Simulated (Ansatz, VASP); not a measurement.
**Two plane-wave programs on SnSe**

```
Sn Se
1.0
     0.00000    3.01000    3.04010
     3.01000    0.00000    3.04010
     3.01000    3.01000    0.00000
Sn Se
1 1
Direct
  0.00000 0.00000 0.00000
  0.50000 0.50000 0.50000
```

Change from the starting cell: z stretched by +1 %, ions relaxed.

Alike in both runs: functional PBE; k mesh 13 × 13 × 13; occupations fermi-dirac, width 0.02 eV; no spin polarisation.

Ansatz relaxed the structure, and its values are those at the end. VASP's run is a single point on that final structure, the one shown.

|  | VASP | Ansatz |
| --- | --- | --- |
| version | VASP 6.6.1 | Ansatz 0.2.0 |
| potentials or method | VASP PAW PBE potentials, release 64 (Sn_d, Se) | plane-wave PAW, scalar-relativistic |
| plane-wave cutoff (eV) | 500 | 420 |
| valence electrons in the cell | 20 | 30 |

```tsv
	VASP	Ansatz	Ansatz less VASP
pressure (GPa)	0.6	0.6	+0.02
```

The functional is the same, so the differences come from potentials, cutoffs and numerics. VASP's potentials hold 20 valence electrons a cell and Ansatz's 30, so a difference there can come from the potentials and not from the codes. Ansatz's warnings: stress scf threshold loose.
